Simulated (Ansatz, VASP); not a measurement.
# One calculation of Yb, two programs

The input POSCAR:

```
Yb
1.0
    3.8528719872      0.0000000000      0.0000000000
   -1.9264359936      3.3366850185      0.0000000000
    0.0000000000      0.0000000000      6.3770470000
Yb
2
Direct
    0.6666666667      0.3333333333      0.7500000000
    0.3333333333      0.6666666667      0.2500000000
```

The input INCAR.step1:

```
SYSTEM = Yb
ALGO = Normal
EDIFF = 1E-4
ENCUT = 520
GGA = PE
ISMEAR = -1
LASPH = .True.
LCHARG = .False.
LREAL = .False.
LWAVE = .True.
NBANDS = 31
NELM = 100
PREC = Accurate
SIGMA = 0.03
```

The input INCAR.step2:

```
SYSTEM = Yb
ALGO = Normal
EDIFF = 1E-8
ENCUT = 520
ISIF = 2
ISMEAR = -1
ISTART = 1
LASPH = .True.
LCHARG = .False.
LEFG = .True.
LMIXTAU = .True.
LREAL = .False.
LWAVE = .False.
METAGGA = R2SCAN
NBANDS = 31
NELM = 100
PREC = Accurate
SIGMA = 0.03
```

KPOINTS

```
k-points
0
Gamma
  12 12 7
  0 0 0
```

Input for Ansatz:

```yaml
crystal:
  lattice:
    - [3.8528719872, 0.0, 0.0]
    - [-1.9264359936, 3.3366850185, 0.0]
    - [0.0, 0.0, 6.377047]
  atoms:
    - { symbol: Yb, position: [0.6666666667, 0.3333333333, 0.75] }
    - { symbol: Yb, position: [0.3333333333, 0.6666666667, 0.25] }
kpoints:
  mp_grid: { grid: [12, 12, 7] }
  band_path:
    path:
      - [0.0, 0.0, 0.0]
      - [0.5, 0.0, 0.0]
      - [0.3333333333, 0.3333333333, 0.0]
      - [0.0, 0.0, 0.0]
      - [0.0, 0.0, 0.5]
      - [0.5, 0.0, 0.5]
      - [0.3333333333, 0.3333333333, 0.5]
      - [0.0, 0.0, 0.5]
      - [0.5, 0.0, 0.5]
    npoints: 8
scf:
  occupations: { method: fermi_dirac, width: 0.03 }
hamiltonian:
  xc: r2scan
  pseudopotentials: { kind: paw }
output:
  forces: true
  stress: true
  eigenvalues: true
  efg: { contact_densities: true }
  populations: true
  bader: true
  dos: { projected: true, de: 0.2, e_range: [-14, 8] }
```

Alike in both runs: task electric field gradients; functional r2SCAN; k mesh 12 × 12 × 7; occupations fermi-dirac, width 0.03 eV; no spin polarisation.

```csv
,VASP,Ansatz
version,VASP 6.6.1,Ansatz 0.2.0
potentials or method,"VASP PAW PBE potentials, release 64 (Yb)","PAW with Ansatz's default frozen-core files, scalar-relativistic"
plane-wave cutoff (eV),520,500
valence electrons in the cell,48,48
```

Ansatz gave:

* pressure (GPa): -2.3
* size of Vzz on the site where it differs most (V/Å²): 23.3

Q: Estimate VASP's values.

A: Pressure (GPa): -2.6; size of Vzz on the site where it differs most (V/Å²): 23.1.

VASP's potentials were made for PBE, not for r2SCAN.

Spin-orbit coupling is off throughout.
